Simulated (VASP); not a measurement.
# Cs2Ba (Fm-3m) in VASP: notebook

Runs on Cs2Ba. Level: PBE. Tasks: single point.

All numbers are computed with VASP 6.6.1; they aren't measurements. Logs are shortened: lines on timing, memory, paths and dates and some standing lists are left out, and cuts for length are marked.

**1. The cell of the first run**

Symmetry: Fm-3m, No. 225, cubic system. Conventional cell: a = 8.288 Å, b = 8.288 Å, c = 8.288 Å, α = 90.00°, β = 90.00°, γ = 90.00°. Cs (site symmetry -43m) has 4 Ba at 3.59 Å and 6 Cs at 4.14 Å within 4.7 Å. Within 4.7 Å of Ba (site symmetry m-3m) lie 8 Cs at 3.59 Å.

The cell was generated, and may not be a known phase.

**2. Single point, PBE**

Input file INCAR:

```
SYSTEM = Cs2Ba
PREC = Accurate ; ENCUT = 520
EDIFF = 1E-6 ; ISMEAR = 0
SIGMA = 0.1 ; LREAL = .FALSE.
LASPH = .TRUE. ; NELM = 100
ALGO = Normal ; ISIF = 2
LWAVE = .FALSE. ; LCHARG = .FALSE.
GGA = PE ; NBANDS = 21
```

Input file KPOINTS:

```
regular mesh
0
G
  4 4 4
  0 0 0
```

Input file POSCAR:

```
Cs2Ba
1.0
    0.0000000000      4.1442049100      4.1442049100
    4.1442049100      0.0000000000      4.1442049100
    4.1442049100      4.1442049100      0.0000000000
Cs Ba
2 1
Direct
    0.7500000000      0.7500000000      0.7500000000
    0.2500000000      0.2500000000      0.2500000000
    0.0000000000      0.0000000000      0.0000000000
```

Potentials or basis: VASP PAW PBE potentials, release 64 (Cs_sv, Ba_sv).

Started as:

```console
> cat potpaw_PBE.64/Cs_sv/POTCAR potpaw_PBE.64/Ba_sv/POTCAR > POTCAR
> mpirun -np 1 vasp_std > vasp.out
```

OUTCAR:

```text
SYSTEM = Cs2Ba
   PREC = Accurate
   ENCUT = 520
   EDIFF = 1E-6
   ISMEAR = 0
   LREAL = .FALSE.
   LASPH = .TRUE.
   NELM = 100
   ISIF = 2
   GGA = PE

 ion  position               nearest neighbor table
   1  0.750  0.750  0.750-   3 3.59   3 3.59   3 3.59   3 3.59
   2  0.250  0.250  0.250-   3 3.59   3 3.59   3 3.59   3 3.59
   3  0.000  0.000  0.000-   1 3.59   2 3.59   1 3.59   1 3.59   1 3.59   2 3.59   2 3.59   2 3.59

  LATTYP: Found a face centered cubic cell.
 ALAT       =     8.2884098200

  Lattice vectors:

 A1 = (   0.0000000000,   4.1442049100,   4.1442049100)
 A2 = (   4.1442049100,   0.0000000000,   4.1442049100)
 A3 = (   4.1442049100,   4.1442049100,   0.0000000000)

Analysis of symmetry for initial positions (statically):
=====================================================================
 Subroutine PRICEL returns:
 Original cell was already a primitive cell.

 Routine SETGRP: Setting up the symmetry group for a
 face centered cubic supercell.

 Subroutine GETGRP returns: Found 48 space group operations
 (whereof 48 operations were pure point group operations)
 out of a pool of 48 trial point group operations.

The static configuration has the point symmetry O_h .

Analysis of symmetry for dynamics (positions and initial velocities):
=====================================================================
 Subroutine PRICEL returns:
 Original cell was already a primitive cell.

 Routine SETGRP: Setting up the symmetry group for a
 face centered cubic supercell.

 Subroutine GETGRP returns: Found 48 space group operations
 (whereof 48 operations were pure point group operations)
 out of a pool of 48 trial point group operations.

The dynamic configuration has the point symmetry O_h .

 Subroutine INISYM returns: Found 48 space group operations
 (whereof 48 operations are pure point group operations),
 and found     1 'primitive' translations

----------------------------------------------------------------------------------------

                                     Primitive cell

  volume of cell :     142.3488

  direct lattice vectors                    reciprocal lattice vectors
     0.000000000  4.144204910  4.144204910    -0.120650405  0.120650405  0.120650405
     4.144204910  0.000000000  4.144204910     0.120650405 -0.120650405  0.120650405
     4.144204910  4.144204910  0.000000000     0.120650405  0.120650405 -0.120650405

  length of vectors
     5.860790789  5.860790789  5.860790789     0.208972631  0.208972631  0.208972631

  position of ions in fractional coordinates (direct lattice)
     0.750000000  0.750000000  0.750000000
     0.250000000  0.250000000  0.250000000
     0.000000000  0.000000000  0.000000000

  ion indices of the primitive-cell ions
   primitive index   ion index
                 1           1
                 2           2
                 3           3

----------------------------------------------------------------------------------------

 KPOINTS: regular mesh

Automatic generation of k-mesh.
 Grid dimensions read from file:
 generate k-points for:    4    4    4

 Generating k-lattice:

  Cartesian coordinates                     Fractional coordinates (reciprocal lattice)
    -0.030162601  0.030162601  0.030162601     0.250000000  0.000000000  0.000000000
     0.030162601 -0.030162601  0.030162601     0.000000000  0.250000000  0.000000000
     0.030162601  0.030162601 -0.030162601     0.000000000  0.000000000  0.250000000

  Length of vectors
     0.052243158  0.052243158  0.052243158

  Shift w.r.t. Gamma in fractional coordinates (k-lattice)
     0.000000000  0.000000000  0.000000000

 Subroutine IBZKPT returns following result:
 ===========================================

 Found      8 irreducible k-points:

 Following reciprocal coordinates:
            Coordinates               Weight
  0.000000  0.000000  0.000000      1.000000
  0.250000  0.000000  0.000000      8.000000
  0.500000  0.000000  0.000000      4.000000
  0.250000  0.250000  0.000000      6.000000
  0.500000  0.250000  0.000000     24.000000
 -0.250000  0.250000  0.000000     12.000000
  0.500000  0.500000  0.000000      3.000000
 -0.250000  0.500000  0.250000      6.000000
   k-points           NKPTS =      8   k-points in BZ     NKDIM =      8   number of bands    NBANDS=     21
   number of dos      NEDOS =    301   number of ions     NIONS =      3
   total plane-waves  NPLWV = 110592
   dimension x,y,z NGX =    48 NGY =   48 NGZ =   48
   dimension x,y,z NGXF=    96 NGYF=   96 NGZF=   96
   ions per type =               2   1
   NGX,Y,Z   is equivalent  to a cutoff of  13.62, 13.62, 13.62 a.u.
   NGXF,Y,Z  is equivalent  to a cutoff of  27.23, 27.23, 27.23 a.u.
 SYSTEM =  Cs2Ba
   PREC   = accura    normal or accurate (medium, high low for compatibility)
   ISTART =      0    job   : 0-new  1-cont  2-samecut
   ICHARG =      2    charge: 1-file 2-atom 10-const
   ISPIN  =      1    spin polarized calculation?
   LNONCOLLINEAR =      F non collinear calculations
   LSORBIT =      F    spin-orbit coupling
   LASPH  =      T    aspherical Exc in radial PAW
   ENCUT  =  520.0 eV  38.22 Ry    6.18 a.u.  10.90 10.90 10.90*2*pi/ulx,y,z
   NELM   =    100;   NELMIN=  2; NELMDL= -5     # of ELM steps
   EDIFF  = 0.1E-05   stopping-criterion for ELM
   LREAL  =      F    real-space projection
   EDIFFG = 0.1E-04   stopping-criterion for IOM
   NSW    =      0    number of steps for IOM
   IBRION =     -1    ionic relax: 0-MD 1-quasi-New 2-CG
   NFREE  =      0    steps in history (QN), initial steepest desc. (CG)
   ISIF   =      2    stress and relaxation
   ISYM   =      2    0-nonsym 1-usesym 2-fastsym
   POTIM  = 0.5000    time-step for ionic-motion
   TEBEG  =    0.0;   TEEND  =   0.0 temperature during run
   PSTRESS=    0.0 pullay stress
   NELECT =      28.0000    total number of electrons
   NUPDOWN=      -1.0000    fix difference up-down
   EMIN   =  10.00;   EMAX   =-10.00  energy-range for DOS
   EFERMI =   0.00;   METHOD = LEGACY
   ISMEAR =     0;   SIGMA  =   0.10  broadening in eV -4-tet -1-fermi 0-gaus
   EFERMI_NEDOS =   21; number of points for ismear=-14 and -15
   IALGO  =     38    algorithm
   IMIX   =      4    mixing-type and parameters
     AMIX     =   0.40;   BMIX     =  1.00
     AMIX_MAG =   1.60;   BMIX_MAG =  1.00
  volume/ion in A,a.u.               =      47.45       320.21
  Fermi-wavevector in a.u.,A,eV,Ry     =   0.952086  1.799182 12.333249  0.906468
  Thomas-Fermi vector in A             =   2.080617
   LORBIT       =      0    0 simple, 1 ext, 2 COOP (PROOUT), +10 PAW based schemes
   GGA     = PE    functional components
   LHFCALC =     F    Hartree Fock is set to
   AEXX    =    0.0000 exact exchange contribution
   IVDW    =     0    specifies the selected vdW correction
   LEPSILON=     F    determine dielectric tensor
   LRPA    =     F    only Hartree local field effects (RPA)
 non-spin polarized calculation
 Gauss-broadening in eV      SIGMA  =   0.10
  energy-cutoff  :      520.00
  volume of cell :      142.35
 maximum number of plane-waves:      3860
 NGX is ok and might be reduce to    48
   NGX = 21   NGY = 21   NGZ = 21

 number of electron      28.0000000 magnetization

 Free energy of the ion-electron system (eV)
  ---------------------------------------------------
  ext. energy  EPLUGINS =         0.00000000
  ---------------------------------------------------
  free energy    TOTEN  =        -0.30861460 eV

  energy without entropy =       -0.27417392  energy(sigma->0) =       -0.29139426

 E-fermi :   3.3016     XC(G=0):  -8.2440

 val. band max:        3.2928352270   @ k =   0.5000   0.2500   0.0000
 cond. band min:       3.4342666487   @ k =   0.5000   0.0000   0.0000
 fundamental gap:      0.1414314217
 Fermi energy:         3.3015547978

 k-point     1 :       0.0000    0.0000    0.0000
  band No.  band energies     occupation
      1     -26.0521      2.00000
      2     -20.3410      2.00000
      3     -20.1545      2.00000
      4     -11.4443      2.00000
      5     -11.4443      2.00000
      6     -11.4443      2.00000
[... 13 lines left out ...]
     20       5.3220      0.00000
     21       5.3220      0.00000

 k-point     2 :       0.2500    0.0000    0.0000
  band No.  band energies     occupation
      1     -26.0489      2.00000
      2     -20.3231      2.00000
      3     -20.1863      2.00000
      4     -11.4629      2.00000
      5     -11.4629      2.00000
      6     -11.4331      2.00000
[... 13 lines left out ...]
     20       5.5597      0.00000
     21       5.5597      0.00000

 k-point     3 :       0.5000    0.0000    0.0000
  band No.  band energies     occupation
      1     -26.0457      2.00000
      2     -20.2692      2.00000
      3     -20.2544      2.00000
      4     -11.4812      2.00000
      5     -11.4812      2.00000
      6     -11.4131      2.00000
[... 13 lines left out ...]
     20       5.9653      0.00000
     21       5.9653      0.00000

 k-point     4 :       0.2500    0.2500    0.0000
  band No.  band energies     occupation
      1     -26.0478      2.00000
      2     -20.3236      2.00000
      3     -20.1899      2.00000
      4     -11.4880      2.00000
      5     -11.4880      2.00000
      6     -11.3942      2.00000
[... 13 lines left out ...]
     20       6.3210      0.00000
     21       6.3210      0.00000

 k-point     5 :       0.5000    0.2500    0.0000
  band No.  band energies     occupation
      1     -26.0446      2.00000
      2     -20.2899      2.00000
      3     -20.2373      2.00000
      4     -11.5063      2.00000
      5     -11.4866      2.00000
      6     -11.3953      2.00000
[... 13 lines left out ...]
     20       5.7456      0.00000
     21       5.8498      0.00000

 k-point     6 :      -0.2500    0.2500    0.0000
  band No.  band energies     occupation
      1     -26.0457      2.00000
      2     -20.2949      2.00000
      3     -20.2281      2.00000
      4     -11.4816      2.00000
      5     -11.4568      2.00000
      6     -11.4420      2.00000
[... 13 lines left out ...]
     20       5.6710      0.00000
     21       5.8765      0.00000

 k-point     7 :       0.5000    0.5000    0.0000
  band No.  band energies     occupation
      1     -26.0436      2.00000
      2     -20.3059      2.00000
      3     -20.2247      2.00000
      4     -11.5309      2.00000
      5     -11.5309      2.00000
      6     -11.3368      2.00000
[... 13 lines left out ...]
     20       4.8702      0.00000
     21       6.5139      0.00000

 k-point     8 :      -0.2500    0.5000    0.2500
  band No.  band energies     occupation
      1     -26.0436      2.00000
      2     -20.2657      2.00000
      3     -20.2657      2.00000
      4     -11.5325      2.00000
      5     -11.4312      2.00000
      6     -11.4312      2.00000
[... 13 lines left out ...]
     20       5.7581      0.00000
     21       5.9194      0.00000

------------------------ aborting loop because EDIFF is reached ----------------------------------------

  FORCE on cell =-STRESS in cart. coord.  units (eV):
  Direction    XX          YY          ZZ          XY          YZ          ZX
  --------------------------------------------------------------------------------------
  -------------------------------------------------------------------------------------
  Total        3.8176166      3.8176166      3.8176166      0.0000000     -0.0000000      0.0000000
  in kB       42.9684054     42.9684054     42.9684054      0.0000000     -0.0000000      0.0000000
  external PRESSURE =      42.9684054 kB  Pullay stress =       0.0000000 kB

 VOLUME and BASIS-vectors are now :
 -----------------------------------------------------------------------------
  energy-cutoff  :      520.00
  volume of cell :      142.35
      direct lattice vectors                 reciprocal lattice vectors
     0.000000000  4.144204910  4.144204910    -0.120650405  0.120650405  0.120650405
     4.144204910  0.000000000  4.144204910     0.120650405 -0.120650405  0.120650405
     4.144204910  4.144204910  0.000000000     0.120650405  0.120650405 -0.120650405

 POSITION                                       TOTAL-FORCE (eV/Angst)
 -----------------------------------------------------------------------------------
      6.21631      6.21631      6.21631        -0.000000     -0.000000     -0.000000
      2.07210      2.07210      2.07210        -0.000000      0.000000      0.000000
      0.00000      0.00000      0.00000         0.000000      0.000000     -0.000000
 -----------------------------------------------------------------------------------
    total drift:                               -0.000000     -0.000000     -0.000000

  FREE ENERGIE OF THE ION-ELECTRON SYSTEM (eV)
  ---------------------------------------------------
  free  energy   TOTEN  =        -0.3086145994 eV

  energy  without entropy=       -0.2741739181  energy(sigma->0) =       -0.29139426
```

Wall time 36 s (1 thread of Oxide Virtual Turin-like, shared host); peak memory 0.28 GiB.

Results:

- Free energy: -0.3086 eV
- Pressure: 4.3 GPa
- Band gap on the k mesh: zero (bands 14 and 15 overlap by 0.75 eV)

Levels at points of the mesh, in eV from the Fermi level:
| k point | band 12 | band 13 | band 14 | band 15 | band 16 | band 17 |
| --- | --- | --- | --- | --- | --- | --- |
| (0.00, 0.00, 0.00) | -10.07 | -1.92 | -0.62 | -0.62 | 1.24 | 1.24 |
| (0.50, 0.00, 0.00) | -10.33 | 0.13 | 0.13 | 0.18 | 0.19 | 0.84 |
| (0.50, 0.50, 0.00) | -10.02 | -1.02 | -0.25 | 0.47 | 1.01 | 1.01 |

Caveat: the cell stands under pressure; spin-orbit coupling is left out, which moves the levels of the heavy elements.

(Part 1 of 2 ends here.)

The gap in the log of VASP goes by the Fermi energy; the results here count the filled bands.